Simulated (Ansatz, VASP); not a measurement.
# One calculation of SrVO3, two programs

```
CELL_PARAMETERS angstrom
3.94620 0.00000 0.00000
0.00000 3.94620 0.00000
0.00000 0.00000 3.94620
ATOMIC_POSITIONS crystal
Sr 0.00000 0.00000 0.00000
V 0.50000 0.50000 0.50000
O 0.50000 0.50000 0.00000
O 0.50000 0.00000 0.50000
O 0.00000 0.50000 0.50000
```

Alike in both runs: task single point; functional PBE; k mesh 6 × 6 × 6; occupations gaussian, width 0.1 eV; collinear spin; Hubbard terms V d U = 3.25 eV.

```csv
,VASP,Ansatz
version,VASP 6.6.1,Ansatz development build ahead of 0.2.0
potentials or method,"VASP PAW PBE potentials, release 64 (Sr_sv, V_sv, O)","norm-conserving potentials, plane waves, scalar-relativistic"
plane-wave cutoff (eV),520,1240
```

```csv
,VASP,Ansatz,Ansatz less VASP
net moment per atom (μB),0.20,0.20,0.000
size of the moment on the site where the two differ most (μB),1.16,0.88,-0.277
```

Site moments also hang on the region over which each program counts them. The programs project onto different local orbitals, so the same U acts differently, and such runs can settle in different states. Ansatz's warnings: filled band counts differ across k points.
